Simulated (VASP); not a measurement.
A run of VASP 6.6.1 is set up as follows.

INCAR

```
PREC = Accurate
ENCUT = 600
EDIFF = 1E-6
ISMEAR = 0
SIGMA = 0.1
LREAL = Auto
LASPH = T
NELM = 80
ALGO = Fast
ISIF = 3
LWAVE = F
LCHARG = F
GGA = PE
IBRION = 2
NSW = 70
EDIFFG = -0.04
ISYM = 0
```

The input KPOINTS:

```
Automatic mesh
0
Gamma
  2 2 2
  0.5 0.5 0.5
```

The input POSCAR:

```
Ta9Al
1.0
   -4.9638729300      4.9638729300     -1.6546243100
   -4.9638729300     -1.6546243100      4.9638729300
    1.6546243100      4.9638729300      4.9638729300
Al Ta
2 18
Direct
    0.9992269722      0.0029343084      0.9996183246
    0.5955263190      0.1011856175      0.1012762321
    0.5029115158      0.4957517972      0.9973371876
    0.0969878165      0.6022307011      0.0955423031
    0.1962842003      0.2035689079      0.1962466794
    0.7017601167      0.7055342688      0.1969640056
    0.8011342431      0.2993824731      0.2990892695
    0.3026333212      0.7997138238      0.2956158881
    0.3990828041      0.3961157125      0.4021721369
    0.5008274392      0.0025312791      0.4980355366
    0.9972330666      0.5055781497      0.5006891125
    0.1009976359      0.0983611219      0.6005898822
    0.9038526308      0.8961681903      0.3955927999
    0.6053615468      0.5988881091      0.5934881969
    0.7008309858      0.2007991128      0.6998624830
    0.1971723976      0.6998332892      0.7015967545
    0.2981536367      0.3001058702      0.8020417262
    0.8005393491      0.7998357946      0.8003544556
    0.9006546439      0.3925587271      0.9037331467
    0.4027803878      0.9007169390      0.8985612014
```

Potentials or basis: VASP PAW PBE potentials, release 64 (Al, Ta_pv).

Command:

```console
$ cat potpaw_PBE.64/Al/POTCAR potpaw_PBE.64/Ta_pv/POTCAR > POTCAR
$ mpirun -np 1 vasp_std > vasp.out
```

Question: Predict the space group after relaxing (to 0.1 Å).

Answer: C2/m (No. 12).

Question: What does it give for the relaxed cell?

Answer: a = 7.228 Å, b = 7.218 Å, c = 7.221 Å, α = 80.28°, β = 79.48°, γ = 79.50°.

Question: What does it give for the band gap on the k mesh?

Answer: Zero (bands 102 and 103 overlap by 0.05 eV).

Step by step:
```tsv
step	energy change (eV)	largest force (eV/Å)	pressure (GPa)	volume (Å³)
1	0.0000	0.7757	-1.25	362.40
2	-0.1664	0.2743	2.73	354.99
3	-0.1692	0.3126	2.27	355.79
4	-0.1884	0.2347	-1.77	364.08
5	-0.2294	0.2234	-0.01	360.31
6	-0.2398	0.1144	-0.11	360.57
7	-0.2430	0.0648	-0.19	360.79
8	-0.2446	0.0567	0.39	359.72
9	-0.2447	0.0580	0.28	359.94
10	-0.2463	0.0445	0.17	360.17
11	-0.2470	0.0436	0.04	360.45
12	-0.2474	0.0326	-0.04	360.61
```

Caveat: the k points lie up to 0.45 Å⁻¹ apart in the final cell; spin-orbit coupling is left out, which moves the levels of the heavy elements.
